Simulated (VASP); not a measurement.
A run of VASP 6.6.1 is set up as follows.

File POSCAR:

```
In
1.0
   -1.8949926579      1.8949926579      1.8949926579
    1.8949926579     -1.8949926579      1.8949926579
    1.8949926579      1.8949926579     -1.8949926579
In
1
Direct
    0.0000000000      0.0000000000      0.0000000000
```

INCAR.step1

```
  PREC = Accurate
  ENCUT = 520
  ISMEAR = -1
  SIGMA = 0.05
  LREAL = F
  LASPH = T
  NELM = 100
  NBANDS = 12
  GGA = PE
  ALGO = Normal
  EDIFF = 1E-4
  LWAVE = T
  LCHARG = F
```

File INCAR.step2:

```
  PREC = Accurate
  ENCUT = 520
  EDIFF = 1E-7
  ISMEAR = -1
  SIGMA = 0.05
  LREAL = F
  LASPH = T
  NELM = 100
  ALGO = Normal
  ISIF = 2
  LWAVE = F
  LCHARG = T
  METAGGA = R2SCAN
  LMIXTAU = T
  LELF = T
  LVHAR = T
  NBANDS = 12
  ISTART = 1
```

KPOINTS

```
Automatic mesh
0
Gamma
  10 10 10
```

Potentials or basis: VASP PAW PBE potentials, release 64 (In_d).

Launch:

```sh
$ cat potpaw_PBE.64/In_d/POTCAR > POTCAR
$ cp INCAR.step1 INCAR
$ mpirun -np 1 vasp_std > vasp.out
$ cp INCAR.step2 INCAR
$ mpirun -np 1 vasp_std > vasp.out
```

(1) Estimate the pressure.

## Answers

(1) -0.9 GPa.

Caveat: the PAW data sets were made with another functional, which shifts forces and pressure a little.
